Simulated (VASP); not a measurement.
# GaSb (F-43m) in VASP: further runs, part 2 of 2

VASP 6.6.1.

## (3) Single point, HSE06

POSCAR reads:

```
GaSb
1.0
    0.0000000000      3.0658787994      3.0658787994
    3.0658787994      0.0000000000      3.0658787994
    3.0658787994      3.0658787994      0.0000000000
Ga Sb
1 1
Direct
    0.0000000000      0.0000000000      0.0000000000
    0.2500000000      0.2500000000      0.2500000000
```

INCAR.step1 reads:

```
  PREC = Accurate
  ENCUT = 520
  EDIFF = 1E-5
  ISMEAR = -1
  SIGMA = 0.02
  LREAL = F
  LASPH = T
  NELM = 60
  ALGO = Normal
  ISIF = 2
  LWAVE = T
  LCHARG = F
  GGA = PE
  NBANDS = 16
```

INCAR.step2 reads:

```
  PREC = Accurate
  ENCUT = 520
  EDIFF = 1E-6
  ISMEAR = -1
  SIGMA = 0.02
  LREAL = F
  LASPH = T
  NELM = 60
  ALGO = Normal
  ISIF = 2
  LWAVE = F
  LCHARG = F
  GGA = PE
  LHFCALC = T
  HFSCREEN = 0.2079
  PRECFOCK = Normal
  ISTART = 1
  NBANDS = 16
```

KPOINTS reads:

```
Automatic mesh
0
Gamma
  6 6 6
```

Potentials or basis: VASP PAW PBE potentials, release 64 (Ga_d, Sb).

Launch:

```bash
$ cat potpaw_PBE.64/Ga_d/POTCAR potpaw_PBE.64/Sb/POTCAR > POTCAR
$ cp INCAR.step1 INCAR
$ mpirun -np 1 vasp_std > vasp.out
$ cp INCAR.step2 INCAR
$ mpirun -np 1 vasp_std > vasp.out
```

OUTCAR:

```text
PREC = Accurate
   ENCUT = 520
   EDIFF = 1E-6
   ISMEAR = -1
   LREAL = F
   LASPH = T
   NELM = 60
   ISIF = 2
   GGA = PE
   LHFCALC = T
   HFSCREEN = 0.2079
   PRECFOCK = Normal
   ISTART = 1

 ion  position               nearest neighbor table
   1  0.000  0.000  0.000-   2 2.66   2 2.66   2 2.66   2 2.66
   2  0.250  0.250  0.250-   1 2.66   1 2.66   1 2.66   1 2.66

  LATTYP: Found a face centered cubic cell.
 ALAT       =     6.1317575988

  Lattice vectors:

 A1 = (   0.0000000000,   3.0658787994,   3.0658787994)
 A2 = (   3.0658787994,   0.0000000000,   3.0658787994)
 A3 = (   3.0658787994,   3.0658787994,   0.0000000000)

Analysis of symmetry for initial positions (statically):
=====================================================================
 Subroutine PRICEL returns:
 Original cell was already a primitive cell.

 Routine SETGRP: Setting up the symmetry group for a
 face centered cubic supercell.

 Subroutine GETGRP returns: Found 24 space group operations
 (whereof 24 operations were pure point group operations)
 out of a pool of 48 trial point group operations.

The static configuration has the point symmetry T_d .

Analysis of symmetry for dynamics (positions and initial velocities):
=====================================================================
 Subroutine PRICEL returns:
 Original cell was already a primitive cell.

 Routine SETGRP: Setting up the symmetry group for a
 face centered cubic supercell.

 Subroutine GETGRP returns: Found 24 space group operations
 (whereof 24 operations were pure point group operations)
 out of a pool of 48 trial point group operations.

The dynamic configuration has the point symmetry T_d .

 Subroutine INISYM returns: Found 24 space group operations
 (whereof 24 operations are pure point group operations),
 and found     1 'primitive' translations

----------------------------------------------------------------------------------------

                                     Primitive cell

  volume of cell :      57.6361

  direct lattice vectors                    reciprocal lattice vectors
     0.000000000  3.065878799  3.065878799    -0.163085377  0.163085377  0.163085377
     3.065878799  0.000000000  3.065878799     0.163085377 -0.163085377  0.163085377
     3.065878799  3.065878799  0.000000000     0.163085377  0.163085377 -0.163085377

  length of vectors
     4.335807379  4.335807379  4.335807379     0.282472159  0.282472159  0.282472159

  position of ions in fractional coordinates (direct lattice)
     0.000000000  0.000000000  0.000000000
     0.250000000  0.250000000  0.250000000

  ion indices of the primitive-cell ions
   primitive index   ion index
                 1           1
                 2           2

----------------------------------------------------------------------------------------

 KPOINTS: Automatic mesh

Automatic generation of k-mesh.
 Grid dimensions read from file:
 generate k-points for:    6    6    6

 Generating k-lattice:

  Cartesian coordinates                     Fractional coordinates (reciprocal lattice)
    -0.027180896  0.027180896  0.027180896     0.166666667  0.000000000  0.000000000
     0.027180896 -0.027180896  0.027180896     0.000000000  0.166666667  0.000000000
     0.027180896  0.027180896 -0.027180896     0.000000000  0.000000000  0.166666667

  Length of vectors
     0.047078693  0.047078693  0.047078693

  Shift w.r.t. Gamma in fractional coordinates (k-lattice)
     0.000000000  0.000000000  0.000000000

 Subroutine IBZKPT returns following result:
 ===========================================

 Found     16 irreducible k-points:

 Following reciprocal coordinates:
            Coordinates               Weight
  0.000000  0.000000  0.000000      1.000000
  0.166667  0.000000  0.000000      8.000000
  0.333333  0.000000  0.000000      8.000000
  0.500000  0.000000  0.000000      4.000000
  0.166667  0.166667  0.000000      6.000000
  0.333333  0.166667  0.000000     24.000000
[... 8 lines left out ...]
 -0.333333  0.333333  0.166667     24.000000
 -0.333333  0.500000  0.166667     12.000000
   k-points           NKPTS =     16   k-points in BZ     NKDIM =    216   number of bands    NBANDS=     16
   number of dos      NEDOS =    301   number of ions     NIONS =      2
   total plane-waves  NPLWV =  32768
   dimension x,y,z NGX =    32 NGY =   32 NGZ =   32
   dimension x,y,z NGXF=    64 NGYF=   64 NGZF=   64
   ions per type =               1   1
   NGX,Y,Z   is equivalent  to a cutoff of  12.27, 12.27, 12.27 a.u.
   NGXF,Y,Z  is equivalent  to a cutoff of  24.54, 24.54, 24.54 a.u.
 SYSTEM =  unknown system
   PREC   = accura    normal or accurate (medium, high low for compatibility)
   ISTART =      1    job   : 0-new  1-cont  2-samecut
   ICHARG =      0    charge: 1-file 2-atom 10-const
   ISPIN  =      1    spin polarized calculation?
   LNONCOLLINEAR =      F non collinear calculations
   LSORBIT =      F    spin-orbit coupling
   LASPH  =      T    aspherical Exc in radial PAW
   ENCUT  =  520.0 eV  38.22 Ry    6.18 a.u.   8.06  8.06  8.06*2*pi/ulx,y,z
   NELM   =     60;   NELMIN=  2; NELMDL=  0     # of ELM steps
   EDIFF  = 0.1E-05   stopping-criterion for ELM
   LREAL  =      F    real-space projection
   EDIFFG = 0.1E-04   stopping-criterion for IOM
   NSW    =      0    number of steps for IOM
   IBRION =     -1    ionic relax: 0-MD 1-quasi-New 2-CG
   NFREE  =      0    steps in history (QN), initial steepest desc. (CG)
   ISIF   =      2    stress and relaxation
   ISYM   =      3    0-nonsym 1-usesym 2-fastsym
   POTIM  = 0.5000    time-step for ionic-motion
   TEBEG  =    0.0;   TEEND  =   0.0 temperature during run
   PSTRESS=    0.0 pullay stress
   NELECT =      18.0000    total number of electrons
   NUPDOWN=      -1.0000    fix difference up-down
   EMIN   =  10.00;   EMAX   =-10.00  energy-range for DOS
   EFERMI =   0.00;   METHOD = LEGACY
   ISMEAR =    -1;   SIGMA  =   0.02  broadening in eV -4-tet -1-fermi 0-gaus
   EFERMI_NEDOS =   21; number of points for ismear=-14 and -15
   IALGO  =     38    algorithm
   IMIX   =      1    mixing-type and parameters
     AMIX     =   0.40;   BMIX     =  1.00
     AMIX_MAG =   1.60;   BMIX_MAG =  1.00
  volume/ion in A,a.u.               =      28.82       194.47
  Fermi-wavevector in a.u.,A,eV,Ry     =   1.110710  2.098938 16.785191  1.233677
  Thomas-Fermi vector in A             =   2.247265
   LORBIT       =      0    0 simple, 1 ext, 2 COOP (PROOUT), +10 PAW based schemes
   GGA     = PE    functional components
   LHFCALC =     T    Hartree Fock is set to
   PRECFOCK=normal    Normal, Fast or Accurate (Low or Medium for compatibility)
   ENCUT4O =  -1.0   cutoff for four orbital integrals eV
   NKREDX  =     1    reduce k-point grid by
   NKREDY  =     1    reduce k-point grid by
   NKREDZ  =     1    reduce k-point grid by
   AEXX    =    0.2500 exact exchange contribution
   HFSCREEN=    0.2079 screening length (either q_TF or 0.3 A-1)
   HFSCREENC=   0.2079 screening length for correlation (either q_TF or 0.3 A-1)
   ENCUTFOCK=  -1.0 apply spherical cutoff to Coloumb kernel
   IVDW    =     0    specifies the selected vdW correction
   LEPSILON=     F    determine dielectric tensor
   LRPA    =     F    only Hartree local field effects (RPA)
 non-spin polarized calculation
  energy-cutoff  :      520.00
  volume of cell :       57.64
 maximum number of plane-waves:      1572
  NGX = 28; NGY = 28; NGZ = 28

 number of electron      17.9999989 magnetization

 Free energy of the ion-electron system (eV)
  ---------------------------------------------------
  ext. energy  EPLUGINS =         0.00000000
  ---------------------------------------------------
  free energy    TOTEN  =        -8.92540587 eV

  energy without entropy =       -8.92540587  energy(sigma->0) =       -8.92540587

 E-fermi :   4.8169     XC(G=0):  -7.5566

 val. band max:        4.4064266960   @ k =   0.0000   0.0000   0.0000
 cond. band min:       5.1969483636   @ k =   0.0000   0.0000   0.0000
 fundamental gap:      0.7905216676
 Fermi energy:         4.8169377121

 k-point     1 :       0.0000    0.0000    0.0000
  band No.  band energies     occupation
      1     -13.2429      2.00000
      2     -13.2429      2.00000
      3     -13.2429      2.00000
      4     -13.1922      2.00000
      5     -13.1922      2.00000
      6      -8.1007      2.00000
[... 281 lines left out ...]
      3     -13.2221      2.00000
      4     -13.1990      2.00000
      5     -13.1908      2.00000
      6      -5.3664      2.00000
[... 8 lines left out ...]
     15      15.4946      0.00000
     16      16.8519      0.00000

------------------------ aborting loop because EDIFF is reached ----------------------------------------

  FORCE on cell =-STRESS in cart. coord.  units (eV):
  Direction    XX          YY          ZZ          XY          YZ          ZX
  --------------------------------------------------------------------------------------
  -------------------------------------------------------------------------------------
  Total       -0.1025386     -0.1025386     -0.1025386     -0.0000000      0.0000000     -0.0000000
  in kB       -2.8503809     -2.8503809     -2.8503809     -0.0000000      0.0000000     -0.0000000
  external PRESSURE =      -2.8503809 kB  Pullay stress =       0.0000000 kB

 VOLUME and BASIS-vectors are now :
 -----------------------------------------------------------------------------
  energy-cutoff  :      520.00
  volume of cell :       57.64
      direct lattice vectors                 reciprocal lattice vectors
     0.000000000  3.065878799  3.065878799    -0.163085377  0.163085377  0.163085377
     3.065878799  0.000000000  3.065878799     0.163085377 -0.163085377  0.163085377
     3.065878799  3.065878799  0.000000000     0.163085377  0.163085377 -0.163085377

 POSITION                                       TOTAL-FORCE (eV/Angst)
 -----------------------------------------------------------------------------------
      0.00000      0.00000      0.00000        -0.000000     -0.000000     -0.000000
      1.53294      1.53294      1.53294         0.000000      0.000000      0.000000
 -----------------------------------------------------------------------------------
    total drift:                               -0.000024     -0.000040     -0.000022

  FREE ENERGIE OF THE ION-ELECTRON SYSTEM (eV)
  ---------------------------------------------------
  free  energy   TOTEN  =        -8.9254058725 eV

  energy  without entropy=       -8.9254058724  energy(sigma->0) =       -8.92540587
```

Wall time 2 h (1 thread of Oxide Virtual Turin-like, shared host); peak memory 0.29 GiB.

What came out:

- Free energy: -8.9254 eV
- Pressure: -0.3 GPa
- Band gap on the k mesh: 0.79 eV

Caveat: the PAW data sets were made with another functional, which shifts forces and pressure a little; spin-orbit coupling is left out, which moves the levels of the heavy elements. A k mesh can miss the band edges.
